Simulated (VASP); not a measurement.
# PbF2 in VASP: notebook

The runs below take PbF2 through electric field gradients, with LDA.

Program: VASP 6.6.1. These are calculated values, not measurements. Logs are shortened: lines on timing, memory, paths and dates and some standing lists are left out, and cuts for length are marked.

## (1) The cell of the first run

The structure is cubic, space group Fm-3m (No. 225). The conventional cell has a = 5.920 Å, b = 5.920 Å, c = 5.920 Å, α = 90.00°, β = 90.00°, γ = 90.00°. Pb (site symmetry m-3m) has 8 F at 2.56 Å within 3.4 Å. F (site symmetry -43m) has 4 Pb at 2.56 Å and 6 F at 2.96 Å within 3.4 Å.

## (2) Electric field gradients, LDA (volume scaled by 0.99)

INCAR

```
ALGO = Normal ; EDIFF = 1E-8
ENCUT = 520 ; GGA = CA
ISIF = 2 ; ISMEAR = -1
LASPH = True ; LCHARG = False
LEFG = True ; LREAL = False
LWAVE = False ; NBANDS = 21
NELM = 60 ; PREC = Accurate
SIGMA = 0.03
```

KPOINTS

```
k-points
0
Gamma
  7 7 7
```

POSCAR

```
PbF2
1.0
    0.0000000000      2.9599173171      2.9599173171
    2.9599173171      0.0000000000      2.9599173171
    2.9599173171      2.9599173171      0.0000000000
Pb F
1 2
Direct
    0.0000000000      0.0000000000      0.0000000000
    0.2500000000      0.2500000000      0.2500000000
    0.7500000000      0.7500000000      0.7500000000
```

Potentials or basis: VASP PAW LDA potentials, release 64 (Pb_d, F).

Started as:

```sh
> cat potpaw_LDA.64/Pb_d/POTCAR potpaw_LDA.64/F/POTCAR > POTCAR
> mpirun -np 1 vasp_std > vasp.out
```

OUTCAR:

```text
EDIFF = 1E-8
   ENCUT = 520
   GGA = CA
   ISIF = 2
   ISMEAR = -1
   LASPH = True
   LREAL = False
   NELM = 60
   PREC = Accurate

 ion  position               nearest neighbor table
   1  0.000  0.000  0.000-   3 2.56   3 2.56   3 2.56   2 2.56   2 2.56   2 2.56   3 2.56   2 2.56

   2  0.250  0.250  0.250-   1 2.56   1 2.56   1 2.56   1 2.56
   3  0.750  0.750  0.750-   1 2.56   1 2.56   1 2.56   1 2.56

  LATTYP: Found a face centered cubic cell.
 ALAT       =     5.9198346342

  Lattice vectors:

 A1 = (   0.0000000000,   2.9599173171,   2.9599173171)
 A2 = (   2.9599173171,   0.0000000000,   2.9599173171)
 A3 = (   2.9599173171,   2.9599173171,   0.0000000000)

Analysis of symmetry for initial positions (statically):
=====================================================================
 Subroutine PRICEL returns:
 Original cell was already a primitive cell.

 Routine SETGRP: Setting up the symmetry group for a
 face centered cubic supercell.

 Subroutine GETGRP returns: Found 48 space group operations
 (whereof 48 operations were pure point group operations)
 out of a pool of 48 trial point group operations.

The static configuration has the point symmetry O_h .

Analysis of symmetry for dynamics (positions and initial velocities):
=====================================================================
 Subroutine PRICEL returns:
 Original cell was already a primitive cell.

 Routine SETGRP: Setting up the symmetry group for a
 face centered cubic supercell.

 Subroutine GETGRP returns: Found 48 space group operations
 (whereof 48 operations were pure point group operations)
 out of a pool of 48 trial point group operations.

The dynamic configuration has the point symmetry O_h .

 Subroutine INISYM returns: Found 48 space group operations
 (whereof 48 operations are pure point group operations),
 and found     1 'primitive' translations

----------------------------------------------------------------------------------------

                                     Primitive cell

  volume of cell :      51.8643

  direct lattice vectors                    reciprocal lattice vectors
     0.000000000  2.959917317  2.959917317    -0.168923638  0.168923638  0.168923638
     2.959917317  0.000000000  2.959917317     0.168923638 -0.168923638  0.168923638
     2.959917317  2.959917317  0.000000000     0.168923638  0.168923638 -0.168923638

  length of vectors
     4.185955213  4.185955213  4.185955213     0.292584323  0.292584323  0.292584323

  position of ions in fractional coordinates (direct lattice)
     0.000000000  0.000000000  0.000000000
     0.250000000  0.250000000  0.250000000
     0.750000000  0.750000000  0.750000000

  ion indices of the primitive-cell ions
   primitive index   ion index
                 1           1
                 2           2
                 3           3

----------------------------------------------------------------------------------------

 KPOINTS: k-points

Automatic generation of k-mesh.
 Grid dimensions read from file:
 generate k-points for:    7    7    7

 Generating k-lattice:

  Cartesian coordinates                     Fractional coordinates (reciprocal lattice)
    -0.024131948  0.024131948  0.024131948     0.142857143  0.000000000  0.000000000
     0.024131948 -0.024131948  0.024131948     0.000000000  0.142857143  0.000000000
     0.024131948  0.024131948 -0.024131948     0.000000000  0.000000000  0.142857143

  Length of vectors
     0.041797760  0.041797760  0.041797760

  Shift w.r.t. Gamma in fractional coordinates (k-lattice)
     0.000000000  0.000000000  0.000000000

 Subroutine IBZKPT returns following result:
 ===========================================

 Found     20 irreducible k-points:

 Following reciprocal coordinates:
            Coordinates               Weight
  0.000000  0.000000  0.000000      1.000000
  0.142857  0.000000  0.000000      8.000000
  0.285714  0.000000  0.000000      8.000000
  0.428571  0.000000  0.000000      8.000000
  0.142857  0.142857  0.000000      6.000000
  0.285714  0.142857  0.000000     24.000000
[... 12 lines left out ...]
 -0.428571  0.428571  0.142857     24.000000
 -0.285714  0.428571  0.142857     24.000000
   k-points           NKPTS =     20   k-points in BZ     NKDIM =     20   number of bands    NBANDS=     21
   number of dos      NEDOS =    301   number of ions     NIONS =      3
   total plane-waves  NPLWV =  32768
   dimension x,y,z NGX =    32 NGY =   32 NGZ =   32
   dimension x,y,z NGXF=    64 NGYF=   64 NGZF=   64
   ions per type =               1   2
   NGX,Y,Z   is equivalent  to a cutoff of  12.71, 12.71, 12.71 a.u.
   NGXF,Y,Z  is equivalent  to a cutoff of  25.42, 25.42, 25.42 a.u.
 SYSTEM =  unknown system
   PREC   = accura    normal or accurate (medium, high low for compatibility)
   ISTART =      0    job   : 0-new  1-cont  2-samecut
   ICHARG =      2    charge: 1-file 2-atom 10-const
   ISPIN  =      1    spin polarized calculation?
   LNONCOLLINEAR =      F non collinear calculations
   LSORBIT =      F    spin-orbit coupling
   LASPH  =      T    aspherical Exc in radial PAW
   ENCUT  =  520.0 eV  38.22 Ry    6.18 a.u.   7.78  7.78  7.78*2*pi/ulx,y,z
   NELM   =     60;   NELMIN=  2; NELMDL= -5     # of ELM steps
   EDIFF  = 0.1E-07   stopping-criterion for ELM
   LREAL  =      F    real-space projection
   EDIFFG = 0.1E-06   stopping-criterion for IOM
   NSW    =      0    number of steps for IOM
   IBRION =     -1    ionic relax: 0-MD 1-quasi-New 2-CG
   NFREE  =      0    steps in history (QN), initial steepest desc. (CG)
   ISIF   =      2    stress and relaxation
   ISYM   =      2    0-nonsym 1-usesym 2-fastsym
   POTIM  = 0.5000    time-step for ionic-motion
   TEBEG  =    0.0;   TEEND  =   0.0 temperature during run
   PSTRESS=    0.0 pullay stress
   NELECT =      28.0000    total number of electrons
   NUPDOWN=      -1.0000    fix difference up-down
   EMIN   =  10.00;   EMAX   =-10.00  energy-range for DOS
   EFERMI =   0.00;   METHOD = LEGACY
   ISMEAR =    -1;   SIGMA  =   0.03  broadening in eV -4-tet -1-fermi 0-gaus
   EFERMI_NEDOS =   21; number of points for ismear=-14 and -15
   IALGO  =     38    algorithm
   IMIX   =      4    mixing-type and parameters
     AMIX     =   0.40;   BMIX     =  1.00
     AMIX_MAG =   1.60;   BMIX_MAG =  1.00
  volume/ion in A,a.u.               =      17.29       116.67
  Fermi-wavevector in a.u.,A,eV,Ry     =   1.333024  2.519050 24.176909  1.776953
  Thomas-Fermi vector in A             =   2.461914
   LORBIT       =      0    0 simple, 1 ext, 2 COOP (PROOUT), +10 PAW based schemes
   GGA     = CA    functional components
   LHFCALC =     F    Hartree Fock is set to
   AEXX    =    0.0000 exact exchange contribution
   IVDW    =     0    specifies the selected vdW correction
   LEPSILON=     F    determine dielectric tensor
   LRPA    =     F    only Hartree local field effects (RPA)
 non-spin polarized calculation
  energy-cutoff  :      520.00
  volume of cell :       51.86
 maximum number of plane-waves:      1416
   NGX = 15   NGY = 15   NGZ = 15

 number of electron      28.0000003 magnetization

 Free energy of the ion-electron system (eV)
  ---------------------------------------------------
  ext. energy  EPLUGINS =         0.00000000
  ---------------------------------------------------
  free energy    TOTEN  =       -15.92065929 eV

  energy without entropy =      -15.92065929  energy(sigma->0) =      -15.92065929

 E-fermi :   2.3029     XC(G=0): -10.0839

 val. band max:        1.5420425704   @ k =  -0.2857   0.4286   0.1429
 cond. band min:       5.7978958386   @ k =   0.4286   0.4286   0.0000
 fundamental gap:      4.2558532682
 Fermi energy:         2.3028596319

 k-point     1 :       0.0000    0.0000    0.0000
  band No.  band energies     occupation
      1     -19.1868      2.00000
      2     -18.5069      2.00000
      3     -12.7898      2.00000
      4     -12.7898      2.00000
      5     -12.7898      2.00000
      6     -12.7151      2.00000
[... 13 lines left out ...]
     20      16.3901      0.00000
     21      18.7769      0.00000
[... 433 lines left out ...]
 k-point    20 :      -0.2857    0.4286    0.1429
  band No.  band energies     occupation
      1     -18.8261      2.00000
      2     -18.8192      2.00000
      3     -12.7383      2.00000
      4     -12.7054      2.00000
      5     -12.7023      2.00000
      6     -12.6295      2.00000
[... 13 lines left out ...]
     20      17.3360      0.00000
     21      17.7712      0.00000

------------------------ aborting loop because EDIFF is reached ----------------------------------------

  FORCE on cell =-STRESS in cart. coord.  units (eV):
  Direction    XX          YY          ZZ          XY          YZ          ZX
  --------------------------------------------------------------------------------------
  -------------------------------------------------------------------------------------
  Total       -1.3823189     -1.3823189     -1.3823189      0.0000000      0.0000000      0.0000000
  in kB      -42.7021855    -42.7021855    -42.7021855      0.0000000      0.0000000      0.0000000
  external PRESSURE =     -42.7021855 kB  Pullay stress =       0.0000000 kB

 VOLUME and BASIS-vectors are now :
 -----------------------------------------------------------------------------
  energy-cutoff  :      520.00
  volume of cell :       51.86
      direct lattice vectors                 reciprocal lattice vectors
     0.000000000  2.959917317  2.959917317    -0.168923638  0.168923638  0.168923638
     2.959917317  0.000000000  2.959917317     0.168923638 -0.168923638  0.168923638
     2.959917317  2.959917317  0.000000000     0.168923638  0.168923638 -0.168923638

 POSITION                                       TOTAL-FORCE (eV/Angst)
 -----------------------------------------------------------------------------------
      0.00000      0.00000      0.00000        -0.000000      0.000000      0.000000
      1.47996      1.47996      1.47996        -0.000000     -0.000000     -0.000000
      4.43988      4.43988      4.43988         0.000000      0.000000      0.000000
 -----------------------------------------------------------------------------------
    total drift:                                0.000000     -0.000000      0.000000

  FREE ENERGIE OF THE ION-ELECTRON SYSTEM (eV)
  ---------------------------------------------------
  free  energy   TOTEN  =       -15.9206592890 eV

  energy  without entropy=      -15.9206592890  energy(sigma->0) =      -15.92065929

 Electric field gradients (V/A^2)
---------------------------------------------------------------------
 ion       V_xx      V_yy      V_zz      V_xy      V_xz      V_yz
---------------------------------------------------------------------
   1      -0.000     0.000    -0.000    -0.001    -0.001    -0.001
   2      -0.000    -0.000     0.000     0.002     0.002     0.002
   3      -0.000    -0.000     0.000     0.002     0.002     0.002
---------------------------------------------------------------------

 Electric field gradients after diagonalization (V/A^2)
 (convention: |V_zz| > |V_xx| > |V_yy|)
----------------------------------------------------------------------
 ion       V_xx      V_yy      V_zz     asymmetry (V_yy - V_xx)/ V_zz
----------------------------------------------------------------------
   1       0.001     0.001    -0.002       0.000
   2      -0.002    -0.002     0.003       0.000
   3      -0.002    -0.002     0.003       0.000
----------------------------------------------------------------------

           NMR quadrupolar parameters

 Cq : quadrupolar parameter    Cq=e*Q*V_zz/h
 eta: asymmetry parameters     (V_yy - V_xx)/ V_zz
 Q  : nuclear electric quadrupole moment in mb (millibarn)
----------------------------------------------------------------------
 ion       Cq(MHz)       eta       Q (mb)
----------------------------------------------------------------------
   1      -0.000       0.000       1.000
   2       0.000       0.000       1.000
   3       0.000       0.000       1.000
----------------------------------------------------------------------
```

It took 13 s on 1 thread of AMD EPYC 9R45 (Zen 5), shared host; peak memory 0.13 GiB.

Results:

* Free energy: -15.9207 eV
* Pressure: -4.3 GPa
* Band gap on the k mesh: 4.26 eV, indirect (least direct gap 4.48 eV)

Caveat: without QUAD_EFG the Cq values of the log hold for a quadrupole moment of 1 mb, not for the nuclei; spin-orbit coupling is left out, which moves the levels of the heavy elements.

(Continued in part 2 of 2.)
